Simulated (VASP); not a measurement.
A run of VASP 6.6.1:

Contents of INCAR:

```
SYSTEM = Co
PREC = Accurate ; ENCUT = 520
EDIFF = 1E-7 ; ISMEAR = -1
SIGMA = 0.1 ; LREAL = .False.
LASPH = .True. ; NELM = 150
ALGO = Normal ; ISIF = 2
LWAVE = .False. ; LCHARG = .False.
LNONCOLLINEAR = .True. ; MAGMOM = 0 0 0 0 0 0
LORBIT = 11 ; LSORBIT = .True.
GGA_COMPAT = .False. ; LORBMOM = .True.
LMAXMIX = 4 ; NBANDS = 30
```

Contents of KPOINTS:

```
Automatic mesh
0
Gamma
  11 11 11
  0 0 0
```

The input POSCAR:

```
Co
1.0
    0.0000000000      2.3969338415      2.3969338415
    2.3969338415      0.0000000000      2.3969338415
    2.3969338415      2.3969338415      0.0000000000
Co
2
Direct
    0.1250000000      0.1250000000      0.1250000000
    0.8750000000      0.8750000000      0.8750000000
```

Potentials or basis: VASP PAW LDA potentials, release 64 (Co).

Launch:

```sh
$ cat potpaw_LDA.64/Co/POTCAR > POTCAR
$ mpirun -np 1 vasp_ncl > vasp.out
```

Hardware: 1 thread of Intel(R) Xeon(R) Platinum 8488C (Sapphire Rapids), on a shared host.

Estimate the wall time of this run.

Wall time 88 s on 1 thread of Intel(R) Xeon(R) Platinum 8488C (Sapphire Rapids), with other jobs on the host, peak memory 0.24 GiB. Counts: scf iterations 13, k points 56.
